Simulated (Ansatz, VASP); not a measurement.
# TaH5 in VASP and in Ansatz

The input INCAR:

```
PREC     = Accurate       # precision mode
ENCUT    = 600            # plane-wave cutoff, eV
EDIFF    = 1E-7           # SCF threshold, eV
ISMEAR   = 0              # smearing method
SIGMA    = 0.1            # smearing width, eV
LREAL    = F              # projectors in reciprocal space
LASPH    = T              # aspherical terms in the spheres
NELM     = 60             # most SCF steps
ALGO     = Normal         # electronic algorithm
ISIF     = 3              # what is computed and relaxed
LWAVE    = F              # write WAVECAR
LCHARG   = F              # write CHGCAR
GGA      = PE             # functional
IBRION   = 2              # ionic algorithm
NSW      = 90             # ionic steps
EDIFFG   = -0.04          # ionic threshold
```

KPOINTS

```
Automatic mesh
0
Gamma
  4 4 6
```

File POSCAR:

```
TaH5
1.0
    4.0610125200      0.0000000000      0.0000000000
    0.0000000000      4.0610125200      0.0000000000
    0.0000000000      0.0000000000      3.2491986600
Ta H
1 5
Direct
    0.5000000000      0.5000000000      0.0000000000
    0.1396780500      0.5000000000      0.0000000000
    0.8603219500      0.5000000000      0.0000000000
    0.5000000000      0.1396780500      0.0000000000
    0.5000000000      0.8603219500      0.0000000000
    0.0000000000      0.0000000000      0.5000000000
```

Input for Ansatz:

```yaml
crystal:
  lattice:
    - [4.06101252, 0.0, 0.0]
    - [0.0, 4.06101252, 0.0]
    - [0.0, 0.0, 3.24919866]
  atoms:
    - { symbol: Ta, position: [0.5, 0.5, 0.0] }
    - { symbol: H, position: [0.13967805, 0.5, 0.0] }
    - { symbol: H, position: [0.86032195, 0.5, 0.0] }
    - { symbol: H, position: [0.5, 0.13967805, 0.0] }
    - { symbol: H, position: [0.5, 0.86032195, 0.0] }
    - { symbol: H, position: [0.0, 0.0, 0.5] }
basis:
  ecutwfc: 420
kpoints:
  mp_grid: { grid: [4, 4, 6] }
hamiltonian:
  xc: pbe
scf:
  occupations: { method: gaussian, width: 0.1 }
  lower_state_search: "off"
output:
  forces: true
  stress: true
  eigenvalues: true
relax:
  adjacent_minimum: "off"
  f_tol: 0.04
  max_steps: 70
  cell: { stress_tol: 0.4 }
```

Alike in both runs: task relaxation of cell and atoms; functional PBE; k mesh 4 × 4 × 6; occupations gaussian, width 0.1 eV; no spin polarisation.

|  | VASP | Ansatz |
| --- | --- | --- |
| version | VASP 6.6.1 | Ansatz 0.2.0 |
| potentials or method | VASP PAW PBE potentials, release 64 (Ta_pv, H), cutoff 600 eV | scalar-relativistic, plane waves, PAW |
| valence electrons in the cell | 16 | 18 |

```tsv
	VASP	Ansatz	Ansatz less VASP
gap on the k mesh at the Fermi level, each at its own relaxed structure (eV)	none	none	-
relaxed volume (Å³/atom)	9.92	9.91	-0.005
relaxed length of the cell vector where the two differ most in proportion (Å)	2.487	2.482	-0.0050
```

A gap of «none» marks a metal or a gap that the smearing closes. VASP's potentials hold 16 valence electrons a cell and Ansatz's 18, so a difference there can come from the potentials and not from the codes.

The k mesh is coarse, so the values compare programs but aren't converged. Spin-orbit coupling is off throughout.
